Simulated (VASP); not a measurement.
Input of a VASP 6.6.1 run:

File INCAR:

```
  PREC = Accurate
  ENCUT = 520
  EDIFF = 1E-6
  ISMEAR = 0
  SIGMA = 0.15
  LREAL = False
  LASPH = True
  NELM = 80
  ALGO = Fast
  ISIF = 2
  LWAVE = False
  LCHARG = True
  GGA = PE
  LELF = True
  LVHAR = True
  NBANDS = 14
```

KPOINTS

```
Automatic mesh
0
Gamma
  16 16 16
```

POSCAR

```
AlNi
1.0
    1.8929072105     -1.8928758863      0.0000000000
    1.9676663099      1.9676362229      0.0000000000
    0.0000000000      0.0000000000      2.9004437058
Al Ni
1 1
Direct
    0.0000000000      0.0000000000      0.0000000000
    0.5000000000      0.5000000000      0.5000000000
```

Potentials or basis: VASP PAW PBE potentials, release 64 (Al, Ni).

Run with:

```sh
$ cat potpaw_PBE.64/Al/POTCAR potpaw_PBE.64/Ni/POTCAR > POTCAR
$ mpirun -np 1 vasp_std > vasp.out
```

**Question.** What does it give for the band gap on the k mesh?

**Answer.** Zero (an odd number of electrons rules out a gap without spin polarisation).

**Question.** Estimate the pressure.

**Answer.** 23.4 GPa.

Stress tensor (GPa, compression positive):
```
25.16 -2.81  0.00
-2.81 25.17  0.00
 0.00  0.00 19.78
```

Caveat: the cell differs from its parent crystal (normal strain along x -0.0733, normal strain along y -0.0367); the stress differs along the axes, from 20 to 25 GPa. Spin polarisation is off, so any magnetic state and its effect on volume and gap are missing.
